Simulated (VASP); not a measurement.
Re, 1 atom in the cell. It takes space group I4/mmm (No. 139, tetragonal). Conventional cell: a = 2.845 Å, b = 2.845 Å, c = 3.915 Å, α = 90.00°, β = 90.00°, γ = 90.00°. Re (site symmetry 4/mmm) has 12 Re at 2.81 to 2.84 Å within 3.7 Å.  This cell differs from its parent crystal: normal strain along x +0.0275, normal strain along z +0.0275.

```yaml
Program: VASP 6.6.1
Task: single point
Functional: PBE
Potentials_or_basis: VASP PAW PBE potentials, release 64 (Re)
Cutoff: 520 eV
k_mesh: 10 × 10 × 10
Occupations: gaussian, width 0.15 eV
Spin: no spin polarisation
Dipole_correction: no
Further_INCAR_settings: ALGO = Normal; EDIFF = 1e-06; NBANDS = 10
```

Potentials or basis: VASP PAW PBE potentials, release 64 (Re).

Run with:

```sh
$ cat potpaw_PBE.64/Re/POTCAR > POTCAR
$ mpirun -np 1 vasp_std > vasp.out
```

Hardware: 1 thread of AMD EPYC 7R43 64-Core Processor (Zen 3) (shared host).

How long does it take, and how much memory?

It took 17 s on 1 thread of AMD EPYC 7R43 64-Core Processor (Zen 3), on a shared host, peak memory 0.12 GiB. Counts: scf iterations 11, k points 102.
